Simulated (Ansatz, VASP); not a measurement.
LiS3: VASP beside Ansatz

The input INCAR:

```
PREC = Accurate
ENCUT = 600
EDIFF = 1E-6
ISMEAR = 0
SIGMA = 0.1
LREAL = F
LASPH = T
NELM = 80
ALGO = Normal
ISIF = 3
LWAVE = F
LCHARG = F
GGA = PE
IBRION = 2
NSW = 100
EDIFFG = -0.01
```

Contents of KPOINTS:

```
regular mesh
0
Gamma
  8 8 8
```

The input POSCAR:

```
LiS3
1.0
    5.0161171679      0.0000000000      0.0000000000
    0.0000000000      5.0161171679      0.0000000000
    0.0000000000      0.0000000000      5.0161171679
Li S
2 6
Direct
    0.0000000000      0.0000000000      0.0000000000
    0.5000000000      0.5000000000      0.5000000000
    0.2500000000      0.0000000000      0.5000000000
    0.7500000000      0.0000000000      0.5000000000
    0.0000000000      0.5000000000      0.2500000000
    0.0000000000      0.5000000000      0.7500000000
    0.5000000000      0.7500000000      0.0000000000
    0.5000000000      0.2500000000      0.0000000000
```

Input for Ansatz:

```yaml
crystal:
  lattice:
    - [5.0161171679, 0.0, 0.0]
    - [0.0, 5.0161171679, 0.0]
    - [0.0, 0.0, 5.0161171679]
  atoms:
    - { symbol: Li, position: [0.0, 0.0, 0.0] }
    - { symbol: Li, position: [0.5, 0.5, 0.5] }
    - { symbol: S, position: [0.25, 0.0, 0.5] }
    - { symbol: S, position: [0.75, 0.0, 0.5] }
    - { symbol: S, position: [0.0, 0.5, 0.25] }
    - { symbol: S, position: [0.0, 0.5, 0.75] }
    - { symbol: S, position: [0.5, 0.75, 0.0] }
    - { symbol: S, position: [0.5, 0.25, 0.0] }
basis:
  ecutwfc: 420
kpoints:
  mp_grid: { grid: [8, 8, 8] }
hamiltonian:
  xc: pbe
scf:
  occupations: { method: gaussian, width: 0.1 }
output:
  forces: true
  stress: true
  eigenvalues: true
  write_density: true
  write_potential: true
  elf: true
  volumetric_format: npy
relax:
  adjacent_minimum: "off"
  f_tol: 0.01
  max_steps: 80
  cell: { stress_tol: 0.05 }
```

Change from the starting cell: species swapped into the Ta3Sn type (Pm-3n, No. 223).

Alike in both runs: task relaxation of cell and atoms; functional PBE; k mesh 8 × 8 × 8; occupations gaussian, width 0.1 eV; no spin polarisation.

|  | VASP | Ansatz |
| --- | --- | --- |
| version | VASP 6.6.1 | Ansatz 0.2.0 |
| potentials or method | VASP PAW PBE potentials, release 64 (Li_sv, S), cutoff 600 eV | scalar-relativistic, plane waves, PAW |
| valence electrons in the cell | 42 | 42 |

```csv
,VASP,Ansatz,Ansatz less VASP
"gap on the k mesh at the Fermi level, each at its own relaxed structure (eV)",none,none,-
relaxed volume (Å³/atom),15.78,15.81,+0.038
relaxed cell length with the largest relative difference (Å),5.016,5.020,+0.0040
```

A gap of «none» marks a metal or a gap that the smearing closes.

Noted on VASP's run: the cutoff is short for stress, so the pressure is rough; the relaxation stopped at its first step, so nothing moved; too few bands were computed for a metal, which touches its energy and stress.
